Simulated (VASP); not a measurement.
Write the native input for VASP 6.6.1 that does the following.

- Task: single point
- Functional: LDA
- Potentials or basis: VASP PAW LDA potentials, release 64 (Cd, C)
- Cutoff: 520 eV
- k mesh: 8 × 8 × 8
- Occupations: gaussian, width 0.01 eV
- Spin: no spin polarisation
- Dipole correction: no
- Further INCAR settings: ALGO = Normal; EDIFF = 1e-07; NBANDS = 17

The structure of CdC2 lies in POSCAR:

```
CdC2
1.0
   -1.7827345053      1.7827345053      2.7326164410
    1.7827345053     -1.7827345053      2.7326164410
    1.7827345053      1.7827345053     -2.7326164410
Cd C
1 2
Direct
    0.0000000000      0.0000000000      0.0000000000
    0.6133695434      0.6133695434      0.0000000000
    0.3866304566      0.3866304566      0.0000000000
```

One way to write it, as run:

INCAR

```
ALGO = Normal
EDIFF = 1E-7
ENCUT = 520
GGA = CA
ISIF = 2
ISMEAR = 0
LASPH = T
LCHARG = F
LREAL = F
LWAVE = F
NBANDS = 17
NELM = 60
PREC = Accurate
SIGMA = 0.01
```

KPOINTS

```
k-points
0
Gamma
  8 8 8
```

Potentials or basis: VASP PAW LDA potentials, release 64 (Cd, C).

The run is started by

```console
$ cat potpaw_LDA.64/Cd/POTCAR potpaw_LDA.64/C/POTCAR > POTCAR
$ mpirun -np 1 vasp_std > vasp.out
```

Results of the run:

The pressure is 21.6 GPa and the largest force is 0.006 eV/Å. The band gap on the k mesh is 1.96 eV, indirect (least direct gap 2.95 eV).

Wall time 29 s on 1 thread of Intel(R) Xeon(R) Platinum 8259CL CPU @ 2.50GHz (Skylake/Cascade Lake), on a shared host, peak memory 0.16 GiB.
